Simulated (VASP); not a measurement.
# AlCu3 (Fm-3m) in VASP: notebook

Runs on AlCu3. Level: LDA. Tasks: single point.

Program: VASP 6.6.1. These are calculated values, not measurements. Logs are shortened: lines on timing, memory, paths and dates and some standing lists are left out, and cuts for length are marked.

## (1) The cell of the first run

It takes space group Fm-3m (No. 225, cubic). The conventional cell has a = 5.678 Å, b = 5.678 Å, c = 5.678 Å, α = 90.00°, β = 90.00°, γ = 90.00°. Within 3.2 Å of Al (site symmetry m-3m) lie 14 Cu at 2.46 to 2.84 Å. Cu (site symmetry m-3m) has 8 Cu at 2.46 Å and 6 Al at 2.84 Å within 3.2 Å. Cu (site symmetry -43m) has 4 Al at 2.46 Å and 10 Cu at 2.46 to 2.84 Å within 3.2 Å.

## (2) Single point, LDA

Contents of INCAR:

```
  ALGO = Normal
  EDIFF = 1E-6
  ENCUT = 520
  ISIF = 2
  ISMEAR = -1
  LASPH = T
  LCHARG = F
  LREAL = F
  LWAVE = F
  NBANDS = 26
  NELM = 80
  PREC = Accurate
  SIGMA = 0.1
```

Contents of KPOINTS:

```
k-points
0
Gamma
  7 7 7
```

Contents of POSCAR:

```
AlCu3
1.0
    0.0000000000      2.8390522029      2.8390522029
    2.8390522029      0.0000000000      2.8390522029
    2.8390522029      2.8390522029      0.0000000000
Al Cu
1 3
Direct
    0.0000000000      0.0000000000      0.0000000000
    0.5000000000      0.5000000000      0.5000000000
    0.2500000000      0.2500000000      0.2500000000
    0.7500000000      0.7500000000      0.7500000000
```

Potentials or basis: VASP PAW LDA potentials, release 64 (Al, Cu).

On the command line:

```
$ cat potpaw_LDA.64/Al/POTCAR potpaw_LDA.64/Cu/POTCAR > POTCAR
$ mpirun -np 1 vasp_std > vasp.out
```

OUTCAR:

```text
EDIFF = 1E-6
   ENCUT = 520
   ISIF = 2
   ISMEAR = -1
   LASPH = T
   LREAL = F
   NELM = 80
   PREC = Accurate

 ion  position               nearest neighbor table
   1  0.000  0.000  0.000-   3 2.46   4 2.46   4 2.46   4 2.46   4 2.46   3 2.46   3 2.46   3 2.46
                             2 2.84   2 2.84   2 2.84   2 2.84   2 2.84   2 2.84
   2  0.500  0.500  0.500-   3 2.46   4 2.46   3 2.46   3 2.46   3 2.46   4 2.46   4 2.46   4 2.46
                             1 2.84   1 2.84   1 2.84   1 2.84   1 2.84   1 2.84
   3  0.250  0.250  0.250-   1 2.46   2 2.46   1 2.46   1 2.46   1 2.46   2 2.46   2 2.46   2 2.46

   4  0.750  0.750  0.750-   1 2.46   2 2.46   2 2.46   2 2.46   2 2.46   1 2.46   1 2.46   1 2.46

  LATTYP: Found a face centered cubic cell.
 ALAT       =     5.6781044058

  Lattice vectors:

 A1 = (   0.0000000000,   2.8390522029,   2.8390522029)
 A2 = (   2.8390522029,   0.0000000000,   2.8390522029)
 A3 = (   2.8390522029,   2.8390522029,   0.0000000000)

Analysis of symmetry for initial positions (statically):
=====================================================================
 Subroutine PRICEL returns:
 Original cell was already a primitive cell.

 Routine SETGRP: Setting up the symmetry group for a
 face centered cubic supercell.

 Subroutine GETGRP returns: Found 48 space group operations
 (whereof 48 operations were pure point group operations)
 out of a pool of 48 trial point group operations.

The static configuration has the point symmetry O_h .

Analysis of symmetry for dynamics (positions and initial velocities):
=====================================================================
 Subroutine PRICEL returns:
 Original cell was already a primitive cell.

 Routine SETGRP: Setting up the symmetry group for a
 face centered cubic supercell.

 Subroutine GETGRP returns: Found 48 space group operations
 (whereof 48 operations were pure point group operations)
 out of a pool of 48 trial point group operations.

The dynamic configuration has the point symmetry O_h .

 Subroutine INISYM returns: Found 48 space group operations
 (whereof 48 operations are pure point group operations),
 and found     1 'primitive' translations

----------------------------------------------------------------------------------------

                                     Primitive cell

  volume of cell :      45.7668

  direct lattice vectors                    reciprocal lattice vectors
     0.000000000  2.839052203  2.839052203    -0.176115113  0.176115113  0.176115113
     2.839052203  0.000000000  2.839052203     0.176115113 -0.176115113  0.176115113
     2.839052203  2.839052203  0.000000000     0.176115113  0.176115113 -0.176115113

  length of vectors
     4.015026130  4.015026130  4.015026130     0.305040324  0.305040324  0.305040324

  position of ions in fractional coordinates (direct lattice)
     0.000000000  0.000000000  0.000000000
     0.500000000  0.500000000  0.500000000
     0.250000000  0.250000000  0.250000000
     0.750000000  0.750000000  0.750000000

  ion indices of the primitive-cell ions
   primitive index   ion index
                 1           1
                 2           2
                 3           3
                 4           4

----------------------------------------------------------------------------------------

 KPOINTS: k-points

Automatic generation of k-mesh.
 Grid dimensions read from file:
 generate k-points for:    7    7    7

 Generating k-lattice:

  Cartesian coordinates                     Fractional coordinates (reciprocal lattice)
    -0.025159302  0.025159302  0.025159302     0.142857143  0.000000000  0.000000000
     0.025159302 -0.025159302  0.025159302     0.000000000  0.142857143  0.000000000
     0.025159302  0.025159302 -0.025159302     0.000000000  0.000000000  0.142857143

  Length of vectors
     0.043577189  0.043577189  0.043577189

  Shift w.r.t. Gamma in fractional coordinates (k-lattice)
     0.000000000  0.000000000  0.000000000

 Subroutine IBZKPT returns following result:
 ===========================================

 Found     20 irreducible k-points:

 Following reciprocal coordinates:
            Coordinates               Weight
  0.000000  0.000000  0.000000      1.000000
  0.142857  0.000000  0.000000      8.000000
  0.285714  0.000000  0.000000      8.000000
  0.428571  0.000000  0.000000      8.000000
  0.142857  0.142857  0.000000      6.000000
  0.285714  0.142857  0.000000     24.000000
[... 12 lines left out ...]
 -0.428571  0.428571  0.142857     24.000000
 -0.285714  0.428571  0.142857     24.000000
   k-points           NKPTS =     20   k-points in BZ     NKDIM =     20   number of bands    NBANDS=     26
   number of dos      NEDOS =    301   number of ions     NIONS =      4
   total plane-waves  NPLWV =  27000
   dimension x,y,z NGX =    30 NGY =   30 NGZ =   30
   dimension x,y,z NGXF=    60 NGYF=   60 NGZF=   60
   ions per type =               1   3
   NGX,Y,Z   is equivalent  to a cutoff of  12.42, 12.42, 12.42 a.u.
   NGXF,Y,Z  is equivalent  to a cutoff of  24.84, 24.84, 24.84 a.u.
 SYSTEM =  unknown system
   PREC   = accura    normal or accurate (medium, high low for compatibility)
   ISTART =      0    job   : 0-new  1-cont  2-samecut
   ICHARG =      2    charge: 1-file 2-atom 10-const
   ISPIN  =      1    spin polarized calculation?
   LNONCOLLINEAR =      F non collinear calculations
   LSORBIT =      F    spin-orbit coupling
   LASPH  =      T    aspherical Exc in radial PAW
   ENCUT  =  520.0 eV  38.22 Ry    6.18 a.u.   7.47  7.47  7.47*2*pi/ulx,y,z
   NELM   =     80;   NELMIN=  2; NELMDL= -5     # of ELM steps
   EDIFF  = 0.1E-05   stopping-criterion for ELM
   LREAL  =      F    real-space projection
   EDIFFG = 0.1E-04   stopping-criterion for IOM
   NSW    =      0    number of steps for IOM
   IBRION =     -1    ionic relax: 0-MD 1-quasi-New 2-CG
   NFREE  =      0    steps in history (QN), initial steepest desc. (CG)
   ISIF   =      2    stress and relaxation
   ISYM   =      2    0-nonsym 1-usesym 2-fastsym
   POTIM  = 0.5000    time-step for ionic-motion
   TEBEG  =    0.0;   TEEND  =   0.0 temperature during run
   PSTRESS=    0.0 pullay stress
   NELECT =      36.0000    total number of electrons
   NUPDOWN=      -1.0000    fix difference up-down
   EMIN   =  10.00;   EMAX   =-10.00  energy-range for DOS
   EFERMI =   0.00;   METHOD = LEGACY
   ISMEAR =    -1;   SIGMA  =   0.10  broadening in eV -4-tet -1-fermi 0-gaus
   EFERMI_NEDOS =   21; number of points for ismear=-14 and -15
   IALGO  =     38    algorithm
   IMIX   =      4    mixing-type and parameters
     AMIX     =   0.40;   BMIX     =  1.00
     AMIX_MAG =   1.60;   BMIX_MAG =  1.00
  volume/ion in A,a.u.               =      11.44        77.21
  Fermi-wavevector in a.u.,A,eV,Ry     =   1.511213  2.855778 31.072497  2.283764
  Thomas-Fermi vector in A             =   2.621300
   LORBIT       =      0    0 simple, 1 ext, 2 COOP (PROOUT), +10 PAW based schemes
   GGA     = CA    functional components
   LHFCALC =     F    Hartree Fock is set to
   AEXX    =    0.0000 exact exchange contribution
   IVDW    =     0    specifies the selected vdW correction
   LEPSILON=     F    determine dielectric tensor
   LRPA    =     F    only Hartree local field effects (RPA)
 non-spin polarized calculation
  energy-cutoff  :      520.00
  volume of cell :       45.77
 maximum number of plane-waves:      1248
 NGX is ok and might be reduce to    30
   NGX = 15   NGY = 15   NGZ = 15

 number of electron      36.0000042 magnetization

 Free energy of the ion-electron system (eV)
  ---------------------------------------------------
  ext. energy  EPLUGINS =         0.00000000
  ---------------------------------------------------
  free energy    TOTEN  =       -19.08269126 eV

  energy without entropy =      -19.06321242  energy(sigma->0) =      -19.07295184

 E-fermi :   9.1850     XC(G=0): -12.9141

 val. band max:        8.9884883754   @ k =   0.2857   0.2857   0.0000
 cond. band min:       9.3243120015   @ k =  -0.2857   0.1429   0.0000
 fundamental gap:      0.3358236261
 Fermi energy:         9.1849891148

 k-point     1 :       0.0000    0.0000    0.0000
  band No.  band energies     occupation
      1      -1.8624      2.00000
      2       4.0794      2.00000
      3       4.0794      2.00000
      4       4.1927      2.00000
      5       4.1927      2.00000
      6       4.1927      2.00000
[... 18 lines left out ...]
     25      16.1286      0.00000
     26      16.1286      0.00000

 k-point     2 :       0.1429    0.0000    0.0000
  band No.  band energies     occupation
      1      -1.5696      2.00000
      2       4.0482      2.00000
      3       4.0482      2.00000
      4       4.0802      2.00000
      5       4.3524      2.00000
      6       4.3524      2.00000
[... 18 lines left out ...]
     25      15.6670      0.00000
     26      16.3665      0.00000

 k-point     3 :       0.2857    0.0000    0.0000
  band No.  band energies     occupation
      1      -0.7127      2.00000
      2       3.6250      2.00000
      3       4.1123      2.00000
      4       4.1123      2.00000
      5       4.5963      2.00000
      6       4.5963      2.00000
[... 18 lines left out ...]
     25      17.0011      0.00000
     26      18.1128      0.00000

 k-point     4 :       0.4286    0.0000    0.0000
  band No.  band energies     occupation
      1       0.6221      2.00000
      2       2.3072      2.00000
      3       4.2262      2.00000
      4       4.2262      2.00000
      5       4.6882      2.00000
      6       4.7340      2.00000
[... 18 lines left out ...]
     25      19.1459      0.00000
     26      20.6564      0.00000
[... 380 lines left out ...]
      1       1.2435      2.00000
      2       2.7195      2.00000
      3       3.7198      2.00000
      4       4.2390      2.00000
      5       4.5083      2.00000
      6       4.8054      2.00000
[... 18 lines left out ...]
     25      19.0074      0.00000
     26      20.6380      0.00000

 k-point    19 :      -0.4286    0.4286    0.1429
  band No.  band energies     occupation
      1       1.6138      2.00000
      2       2.8655      2.00000
      3       3.6410      2.00000
      4       3.8678      2.00000
      5       4.7737      2.00000
      6       4.8534      2.00000
[... 18 lines left out ...]
     25      21.7523      0.00000
     26      22.3632      0.00000

 k-point    20 :      -0.2857    0.4286    0.1429
  band No.  band energies     occupation
      1       2.1278      2.00000
      2       3.0022      2.00000
      3       3.0498      2.00000
      4       3.8716      2.00000
      5       4.7975      2.00000
      6       4.8066      2.00000
[... 18 lines left out ...]
     25      20.5668      0.00000
     26      22.3387      0.00000

------------------------ aborting loop because EDIFF is reached ----------------------------------------

  FORCE on cell =-STRESS in cart. coord.  units (eV):
  Direction    XX          YY          ZZ          XY          YZ          ZX
  --------------------------------------------------------------------------------------
  -------------------------------------------------------------------------------------
  Total        0.6906468      0.6906468      0.6906468      0.0000000      0.0000000      0.0000000
  in kB       24.1777825     24.1777825     24.1777825      0.0000000      0.0000000      0.0000000
  external PRESSURE =      24.1777825 kB  Pullay stress =       0.0000000 kB

 VOLUME and BASIS-vectors are now :
 -----------------------------------------------------------------------------
  energy-cutoff  :      520.00
  volume of cell :       45.77
      direct lattice vectors                 reciprocal lattice vectors
     0.000000000  2.839052203  2.839052203    -0.176115113  0.176115113  0.176115113
     2.839052203  0.000000000  2.839052203     0.176115113 -0.176115113  0.176115113
     2.839052203  2.839052203  0.000000000     0.176115113  0.176115113 -0.176115113

 POSITION                                       TOTAL-FORCE (eV/Angst)
 -----------------------------------------------------------------------------------
      0.00000      0.00000      0.00000         0.000000     -0.000000     -0.000000
      2.83905      2.83905      2.83905         0.000000     -0.000000     -0.000000
      1.41953      1.41953      1.41953         0.000000      0.000000      0.000000
      4.25858      4.25858      4.25858        -0.000000     -0.000000     -0.000000
 -----------------------------------------------------------------------------------
    total drift:                                0.000000     -0.000000      0.000000

  FREE ENERGIE OF THE ION-ELECTRON SYSTEM (eV)
  ---------------------------------------------------
  free  energy   TOTEN  =       -19.0826912563 eV

  energy  without entropy=      -19.0632124240  energy(sigma->0) =      -19.07295184
```

It took 26 s on 1 thread of AMD EPYC 7R43 (Zen 3), shared host; peak memory 0.12 GiB.

What came out:

```yaml
Free_energy: -19.0827 eV
Pressure: 2.4 GPa
Band_gap_on_the_k_mesh: zero (band 18 reaches 12.97 eV, above the bottom of band 19 at 7.40 eV)
```

## (3) Single point, LDA

This run uses another cell than the first one, of 11.80 Å³/atom, 1.032 times its volume.

Contents of INCAR:

```
SYSTEM = AlCu3
PREC     = Accurate       ! precision mode
ENCUT    = 520            ! plane-wave cutoff, eV
EDIFF    = 1E-6           ! SCF threshold, eV
ISMEAR   = -1             ! smearing method
SIGMA    = 0.1            ! smearing width, eV
LREAL    = .FALSE.        ! projectors in reciprocal space
LASPH    = .TRUE.         ! aspherical terms in the spheres
NELM     = 100            ! most SCF steps
ALGO     = Normal         ! electronic algorithm
ISIF     = 2              ! what is computed and relaxed
LWAVE    = .FALSE.        ! write WAVECAR
LCHARG   = .FALSE.        ! write CHGCAR
GGA      = CA             ! functional
NBANDS   = 26             ! bands
```

Contents of KPOINTS:

```
Automatic mesh
0
G
  7 7 7
  0 0 0
```

Contents of POSCAR:

```
AlCu3
1.0
    0.0000000000      2.8686277918      2.8686277918
    2.8686277918      0.0000000000      2.8686277918
    2.8686277918      2.8686277918      0.0000000000
Al Cu
1 3
Direct
    0.0000000000      0.0000000000      0.0000000000
    0.5000000000      0.5000000000      0.5000000000
    0.2500000000      0.2500000000      0.2500000000
    0.7500000000      0.7500000000      0.7500000000
```

Potentials or basis: VASP PAW LDA potentials, release 64 (Al, Cu).

On the command line:

```
$ cat potpaw_LDA.64/Al/POTCAR potpaw_LDA.64/Cu/POTCAR > POTCAR
$ mpirun -np 1 vasp_std > vasp.out
```

Wall time 24 s (1 thread of AMD EPYC 7R43 (Zen 3), shared host); peak memory 0.12 GiB.

The run converged. Its results:

* Free energy: -19.0812 eV
* Pressure: -2.7 GPa
* Band gap on the k mesh: zero (band 18 reaches 12.52 eV, above the bottom of band 19 at 7.03 eV)

Levels at points of the mesh, in eV from the Fermi level:
```tsv
k point	band 15	band 16	band 17	band 18	band 19	band 20
(0.00, 0.00, 0.00)	-2.63	-2.63	3.75	3.75	3.75	4.18
```

## (4) Single point, LDA

This run uses another cell than the first one, of 12.16 Å³/atom, 1.063 times its volume.

Contents of INCAR:

```
SYSTEM = AlCu3
PREC = Accurate
ENCUT = 520
EDIFF = 1E-6
ISMEAR = -1
SIGMA = 0.1
LREAL = .False.
LASPH = .True.
NELM = 100
ALGO = Normal
ISIF = 2
LWAVE = .False.
LCHARG = .True.
GGA = CA
LELF = .True.
LVHAR = .True.
NBANDS = 26
```

Contents of KPOINTS:

```
Automatic mesh
0
Gamma
  7 7 7
  0 0 0
```

Contents of POSCAR:

```
AlCu3
1.0
    0.0000000000      2.8976057914      2.8976057914
    2.8976057914      0.0000000000      2.8976057914
    2.8976057914      2.8976057914      0.0000000000
Al Cu
1 3
Direct
    0.0000000000      0.0000000000      0.0000000000
    0.5000000000      0.5000000000      0.5000000000
    0.2500000000      0.2500000000      0.2500000000
    0.7500000000      0.7500000000      0.7500000000
```

On the command line:

```
$ cat potpaw_LDA.64/Al/POTCAR potpaw_LDA.64/Cu/POTCAR > POTCAR
$ mpirun -np 1 vasp_std > vasp.out
```

It took 26 s on 1 thread of AMD EPYC 7R43 (Zen 3), shared host; peak memory 0.12 GiB.

Results (log left out):

- Free energy: -19.0378 eV
- Pressure: -6.9 GPa
- Band gap on the k mesh: zero (band 18 reaches 12.10 eV, above the bottom of band 19 at 6.66 eV)

Levels at points of the mesh, in eV from the Fermi level:
```
           k point  band 14  band 15  band 16  band 17  band 18  band 19  band 20  band 21
(0.00, 0.00, 0.00)    -2.70    -2.57    -2.57     3.72     3.72     3.72     4.08     4.08
```

## (5) The runs side by side

```csv
cell,gap on the mesh (eV),pressure (GPa)
"a = 4.015 Å, angles 60.0°, 4 atoms",none,2.4
"a = 4.057 Å, angles 60.0°, 4 atoms",none,-2.7
"a = 4.098 Å, angles 60.0°, 4 atoms",none,-6.9
```

Alike in all rows: task single point; level LDA; potentials or basis VASP PAW LDA potentials, release 64 (Al, Cu); no spin polarisation; k mesh 7 × 7 × 7; cutoff (eV) 520; smearing fermi-dirac 0.1 eV.

Total energies depend on the potentials used, so only differences within one code and one set of settings carry meaning.
